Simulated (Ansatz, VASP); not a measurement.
# Two plane-wave programs on Co

```xyz
4
Lattice="2.3903 0.0000 0.0000 -1.1952 2.0701 0.0000 0.0000 0.0000 7.7809" Properties=species:S:1:pos:R:3 pbc="T T T"
Co    1.1952    2.0701    0.0000
Co    1.1952    2.0701    3.8905
Co    0.0000    1.3801    1.9452
Co    1.1952    0.6900    5.8357
```

Alike in both runs: functional LDA; k mesh 14 × 14 × 4; occupations fermi-dirac, width 0.1 eV; no spin polarisation.

Ansatz relaxed the structure, and its values are those at the end. VASP's run is a single point on that final structure, the one shown.

```csv
,VASP,Ansatz
version,VASP 6.6.1,Ansatz 0.2.0
potentials or method,"VASP PAW LDA potentials, release 64 (Co), cutoff 520 eV","plane waves (420 eV) with PAW, scalar-relativistic"
valence electrons in the cell,36,68
```

|  | VASP | Ansatz | Ansatz less VASP |
| --- | --- | --- | --- |
| pressure (GPa) | -0.9 | 0.0 | +0.89 |

Ansatz warns that its potentials were made for another functional, while VASP's fit it. LDA's correlation is that of Perdew and Zunger in VASP and of Perdew and Wang (1992) in Ansatz. VASP's potentials hold 36 valence electrons a cell and Ansatz's 68, so a difference there can come from the potentials and not from the codes.
